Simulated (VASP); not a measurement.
Crystal: Sc3Fe.

```xyz
4
Lattice="4.3342 0.0000 0.0000 0.0000 4.3342 0.0000 0.0000 0.0000 4.3342" Properties=species:S:1:pos:R:3 pbc="T T T"
Sc    0.0000    2.1671    2.1671
Sc    2.1671    0.0000    2.1671
Sc    2.1671    2.1671    0.0000
Fe    0.0000    0.0000    0.0000
```

- Program: VASP 6.6.1
- Task: relaxation of cell and atoms
- Functional: PBE
- Potentials or basis: VASP PAW PBE potentials, release 64 (Sc_sv, Fe)
- Cutoff: 600 eV
- k mesh: 10 × 10 × 10
- Occupations: gaussian, width 0.1 eV
- Spin: no spin polarisation

At the start: pressure -3.2 GPa; volume 20.35 Å³/atom.

**Question.** Where does the relaxation end?

**Answer.** Over 3 steps the energy falls by 9.7 meV/atom and the volume is 19.41 Å³/atom (-4.7 %); space group Pm-3m (No. 221, to 0.1 Å) before and after.

The path:
```
step  energy change (eV)  largest force (eV/Å)  pressure (GPa)  volume (Å³)
   1              0.0000                0.0000           -3.17        81.42
   2             -0.0366                0.0000            0.84        76.77
   3             -0.0389                0.0000            0.01        77.63
```

Final structure:
```yaml
crystal:
  lattice:
    - [4.26589, 0.00000, 0.00000]
    - [0.00000, 4.26589, 0.00000]
    - [0.00000, 0.00000, 4.26589]
  atoms:
    - { symbol: Sc, position: [0.00000, 0.50000, 0.50000] }
    - { symbol: Sc, position: [0.50000, 0.00000, 0.50000] }
    - { symbol: Sc, position: [0.50000, 0.50000, 0.00000] }
    - { symbol: Fe, position: [0.00000, 0.00000, 0.00000] }
```

Caveat: the run has no spin polarisation, though such a crystal can be magnetic.
